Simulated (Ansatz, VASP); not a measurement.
## One calculation of Te2Mo, two programs

```
Te Mo
1.0
     3.56023    0.00000    0.00000
    -1.78012    3.08325    0.00000
     0.00000    0.00000   17.34882
Te Mo
2 1
Direct
  0.33333 0.66667 0.89786
  0.33333 0.66667 0.10214
  0.00000 0.00000 0.00000
```

Change from the starting cell: strain -0.0100 x Voigt [0, 0, 1, 0, 0, 0], atoms carried along.

Alike in both runs: task single point; functional LDA; k mesh 9 × 9 × 2; occupations gaussian, width 0.05 eV; no spin polarisation.

|  | VASP | Ansatz |
| --- | --- | --- |
| version | VASP 6.6.1 | Ansatz 0.2.0 |
| potentials or method | VASP PAW LDA potentials, release 64 (Te, Mo_sv), cutoff 520 eV | scalar-relativistic, plane waves, PAW |
| valence electrons in the cell | 26 | 46 |

Ansatz gave:

- gap on the k mesh at the Fermi level (eV): 1.02
- least direct gap on the mesh (eV): 1.02
- rms of the force components (eV/Å): 0.084

Which values does VASP return?

gap on the k mesh at the Fermi level (eV): 1.02; least direct gap on the mesh (eV): 1.02; rms of the force components (eV/Å): 0.058.

LDA's correlation is that of Perdew and Zunger in VASP and of Perdew and Wang (1992) in Ansatz. Atom by atom the forces differ by 0.026 eV/Å (rms over components). VASP's potentials hold 26 valence electrons a cell and Ansatz's 46, so a difference there can come from the potentials and not from the codes.

Spin-orbit coupling is off throughout.
